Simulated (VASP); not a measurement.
## TiO2: single point with r2SCAN

TiO2:

```
Ti O
1.0
     4.68888    0.00000    0.00000
     0.00000    4.68888    0.00000
     0.00000    0.00000    2.91941
Ti O
2 4
Cartesian
  0.0000 0.0000 0.0000
  2.3444 2.3444 1.4597
  1.4343 1.4343 0.0000
  0.9101 3.7788 1.4597
  3.2545 3.2545 0.0000
  3.7788 0.9101 1.4597
```

This cell differs from its parent crystal: film at in-plane strain +0.02.

- Program: VASP 6.6.1
- Task: single point
- Functional: r2SCAN
- Potentials or basis: VASP PAW PBE potentials, release 64 (Ti_sv, O)
- Cutoff: 520 eV
- k mesh: 4 × 4 × 6
- Occupations: gaussian, width 0.01 eV
- Spin: no spin polarisation
- Dipole correction: no
- Further INCAR settings: ALGO = Normal; EDIFF = 1e-06; NBANDS = 33

The pressure is -3.5 GPa. The largest force is 0.053 eV/Å. The band gap on the k mesh is 2.27 eV, direct.

Forces in eV/Å, atoms in the order of the input:
```
Ti   0.000  0.000  0.000
Ti   0.000  0.000  0.000
O   -0.037 -0.037  0.000
O    0.037 -0.037  0.000
O    0.037  0.037  0.000
O   -0.037  0.037  0.000
```

Stress tensor (GPa, compression positive):
```
-6.14  0.00  0.00
 0.00 -6.14  0.00
 0.00  0.00  1.74
```

Levels at points of the mesh, in eV from the valence-band top:
```csv
k point,band 20,band 21,band 22,band 23,band 24,band 25,band 26,band 27,band 28,band 29
"(0.00, 0.00, 0.00)",-1.75,-0.59,-0.42,-0.42,0.00,2.27,2.56,2.96,2.99,2.99
"(0.50, 0.00, 0.00)",-2.97,-1.40,-1.40,-0.69,-0.69,2.93,2.93,3.43,3.43,4.03
"(0.50, 0.50, 0.00)",-2.11,-1.14,-1.14,-1.04,-1.04,2.29,2.29,3.01,3.01,4.27
"(0.00, 0.00, 0.50)",-2.89,-2.09,-2.09,-1.42,-1.42,3.28,3.28,3.81,3.81,4.01
"(0.50, 0.00, 0.50)",-2.32,-1.98,-1.98,-0.97,-0.97,2.35,2.35,3.82,3.82,4.24
"(0.50, 0.50, 0.50)",-2.86,-1.14,-1.14,-0.69,-0.69,2.97,2.97,3.61,3.61,3.85
```

It took 2.1 min on 1 thread of Intel(R) Xeon(R) Platinum 8488C (Sapphire Rapids), with other jobs on the host, peak memory 0.2 GiB.

Caveat: the cell differs from its parent crystal (film at in-plane strain +0.02); the PAW data sets were made with another functional, which shifts forces and pressure a little. A k mesh can miss the band edges.
